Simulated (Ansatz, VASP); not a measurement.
**C in VASP and in Ansatz**

File INCAR:

```
ALGO = Normal
EDIFF = 1E-7
ENCUT = 520
GGA = PE
ISIF = 2
ISMEAR = 0
LASPH = T
LCHARG = T
LELF = T
LREAL = F
LVHAR = T
LWAVE = F
NBANDS = 11
NELM = 100
PREC = Accurate
SIGMA = 0.05
```

Contents of KPOINTS:

```
k-points
0
Gamma
  12 12 12
```

POSCAR

```
C
1.0
    0.0000000000      1.7994674823      1.8433744888
    1.7994674823      0.0000000000      1.8433744888
    1.7994674823      1.7994674823      0.0000000000
C
2
Direct
    0.5000000000      0.5000000000      0.5000000000
    0.7500000000      0.7500000000      0.7500000000
```

Input for Ansatz:

```yaml
crystal:
  lattice:
    - [0.0, 1.7994674823, 1.8433744888]
    - [1.7994674823, 0.0, 1.8433744888]
    - [1.7994674823, 1.7994674823, 0.0]
  atoms:
    - { symbol: C, position: [0.5, 0.5, 0.5] }
    - { symbol: C, position: [0.75, 0.75, 0.75] }
basis:
  ecutwfc: 520.0
kpoints:
  mp_grid: { grid: [12, 12, 12] }
hamiltonian:
  xc: pbe
  pseudopotentials: { kind: paw, azcp: { folder: soft_1 } }
scf:
  occupations: { method: gaussian, width: 0.05 }
output:
  forces: true
  stress: true
  eigenvalues: true
```

Alike in both runs: task single point; functional PBE; k mesh 12 × 12 × 12; occupations gaussian, width 0.05 eV; no spin polarisation.

|  | VASP | Ansatz |
| --- | --- | --- |
| version | VASP 6.6.1 | Ansatz 0.2.0 |
| potentials or method | VASP PAW PBE potentials, release 64 (C), cutoff 520 eV | scalar-relativistic, plane waves, PAW |
| valence electrons in the cell | 8 | 8 |

|  | VASP | Ansatz | Ansatz less VASP |
| --- | --- | --- | --- |
| gap on the k mesh at the Fermi level (eV) | 3.74 | 3.75 | +0.008 |
| least direct gap on the mesh (eV) | 5.24 | 5.24 | +0.004 |
| pressure (GPa) | -18.1 | -18.6 | -0.45 |
| traceless stress, the component that is largest in VASP (GPa) | -14.48 | -14.48 | +0.003 |

The functional is the same, so the differences come from potentials, cutoffs and numerics.
